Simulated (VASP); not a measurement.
Here is a VASP 6.6.1 calculation.

Contents of INCAR:

```
PREC = Accurate
ENCUT = 520
EDIFF = 1E-6
ISMEAR = 0
SIGMA = 0.1
LREAL = F
LASPH = T
NELM = 100
ALGO = Normal
ISIF = 2
LWAVE = F
LCHARG = F
GGA = PS
NBANDS = 39
```

Contents of KPOINTS:

```
regular mesh
0
Gamma
  12 12 2
```

The input POSCAR:

```
GeSb4Te4
1.0
    4.0938612472      0.0000000000      0.0000000000
   -2.0469306236      3.5453878396      0.0000000000
    0.0000000000      0.0000000000     16.2555832186
Ge Sb Te
1 4 4
Direct
    0.0000000000      0.0000000000      0.0000000000
    0.3333333333      0.6666666667      0.5488316717
    0.6666666667      0.3333333333      0.4511683283
    0.6666666667      0.3333333333      0.7853394667
    0.3333333333      0.6666666667      0.2146605333
    0.3333333333      0.6666666667      0.9028337981
    0.6666666667      0.3333333333      0.0971662019
    0.0000000000      0.0000000000      0.6788449837
    0.0000000000      0.0000000000      0.3211550163
```

Potentials or basis: VASP PAW PBE potentials, release 64 (Ge_d, Sb, Te).

The run is started by

```bash
$ cat potpaw_PBE.64/Ge_d/POTCAR potpaw_PBE.64/Sb/POTCAR potpaw_PBE.64/Te/POTCAR > POTCAR
$ mpirun -np 1 vasp_std > vasp.out
```

Question: What does it give for the pressure?

Answer: 8.5 GPa.

Question: Predict the largest force.

Answer: 0.084 eV/Å.

Question: Predict the band gap on the k mesh.

Answer: Zero (band 29 reaches 8.70 eV, above the bottom of band 30 at 8.42 eV).

Forces on the atoms (eV/Å):
```
Ge   0.000  0.000  0.000
Sb   0.000  0.000  0.084
Sb   0.000  0.000 -0.084
Sb   0.000  0.000  0.035
Sb   0.000  0.000 -0.035
Te   0.000  0.000  0.002
Te   0.000  0.000 -0.002
Te   0.000  0.000 -0.042
Te   0.000  0.000  0.042
```

Caveat: the PAW data sets were made with another functional, which shifts forces and pressure a little; spin-orbit coupling is left out, which moves the levels of the heavy elements.
